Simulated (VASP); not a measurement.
Here is a VASP 6.6.1 calculation.

The input INCAR:

```
PREC     = Accurate       # precision mode
ENCUT    = 520            # plane-wave cutoff, eV
EDIFF    = 1E-6           # SCF threshold, eV
ISMEAR   = 0              # smearing method
SIGMA    = 0.01           # smearing width, eV
LREAL    = False          # projectors in reciprocal space
LASPH    = True           # aspherical terms in the spheres
NELM     = 60             # most SCF steps
ALGO     = Normal         # electronic algorithm
ISIF     = 2              # what is computed and relaxed
LWAVE    = False          # write WAVECAR
LCHARG   = True           # write CHGCAR
GGA      = CA             # functional
LELF     = True           # ELF
LVHAR    = True         
NBANDS   = 17             # bands
```

Contents of KPOINTS:

```
Automatic mesh
0
Gamma
  4 4 4
```

File POSCAR:

```
H4BrN
1.0
    4.0000000000      0.0000000000      0.0000000000
    0.0000000000      4.0000000000      0.0000000000
    0.0000000000      0.0000000000      4.0000000000
H Br N
4 1 1
Direct
    0.1480000000      0.1480000000      0.1480000000
    0.1480000000      0.8520000000      0.8520000000
    0.8520000000      0.8520000000      0.1480000000
    0.8520000000      0.1480000000      0.8520000000
    0.5000000000      0.5000000000      0.5000000000
    0.0000000000      0.0000000000      0.0000000000
```

Potentials or basis: VASP PAW LDA potentials, release 64 (H, Br, N).

Launch:

```console
$ cat potpaw_LDA.64/H/POTCAR potpaw_LDA.64/Br/POTCAR potpaw_LDA.64/N/POTCAR > POTCAR
$ mpirun -np 1 vasp_std > vasp.out
```

(1) Predict the pressure.

(2) What does it give for the largest force?

Results:

(1) 1.1 GPa.

(2) 0.957 eV/Å.
